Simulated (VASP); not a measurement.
Runs of VASP 6.6.1 on Be2C. The structure is that of space group Fm-3m (No. 225), or close to it. The cells are those of the table. 

```csv
task,level,potentials or basis,cell,k mesh,cutoff (eV),grid for exact exchange (PRECFOCK),share of exact exchange,screening parameter,gap on the mesh (eV),pressure (GPa),relaxed volume (Å³/atom)
relaxation of cell and atoms,r2SCAN,"VASP PAW PBE potentials, release 64 (Be, C)","relaxed from a = 3.061 Å, angles 60.0°, 3 atoms",10 × 10 × 10,660,-,-,-,1.52,0.1,(d)
single point,PBEsol,"VASP PAW PBE potentials, release 64 (Be, C)","a = 3.048 Å, angles 60.0°, 3 atoms",10 × 10 × 10,600,-,-,-,1.07,0.6,-
single point,r2SCAN,"VASP PAW PBE potentials, release 64 (Be, C)","a = 3.055 Å, angles 60.0°, 3 atoms",10 × 10 × 10,660,-,-,-,(b),(c),-
single point,LDA,"VASP PAW LDA potentials, release 64 (Be, C)","a = 3.018 Å, angles 60.0°, 3 atoms",10 × 10 × 10,600,-,-,-,1.20,0.5,-
single point,PBE,"VASP PAW PBE potentials, release 64 (Be, C)","a = 3.061 Å, angles 60.0°, 3 atoms",10 × 10 × 10,600,-,-,-,1.16,0.3,-
single point,HSE06,"VASP PAW PBE potentials, release 64 (Be, C)","a = 3.045 Å, angles 60.0°, 3 atoms",6 × 6 × 6,520,Normal,0.25,0.2079 1/Å,1.91,0.3,-
relaxation of cell and atoms,HSE06,"VASP PAW PBE potentials, release 64 (Be, C)","relaxed from a = 3.055 Å, angles 60.0°, 3 atoms",6 × 6 × 6,600,Normal,0.25,0.2079 1/Å,1.91,0.0,6.66
relaxation of cell and atoms,PBEsol,"VASP PAW PBE potentials, release 64 (Be, C)","relaxed from a = 3.061 Å, angles 60.0°, 3 atoms",10 × 10 × 10,600,-,-,-,1.06,0.0,(a)
relaxation of cell and atoms,LDA,"VASP PAW LDA potentials, release 64 (Be, C)","relaxed from a = 3.061 Å, angles 60.0°, 3 atoms",10 × 10 × 10,600,-,-,-,1.20,0.0,6.49
```

Alike in all rows: no spin polarisation; smearing fermi-dirac 0.02 eV.

Q: Fill in the values left out.

A: (a) 6.69; (b) 1.53; (c) 0.8; (d) 6.75.

Caveats: some runs use coarse meshes; the PAW data sets were made with another functional, which shifts forces and pressure a little (at least some runs).

A k mesh can miss the band edges.
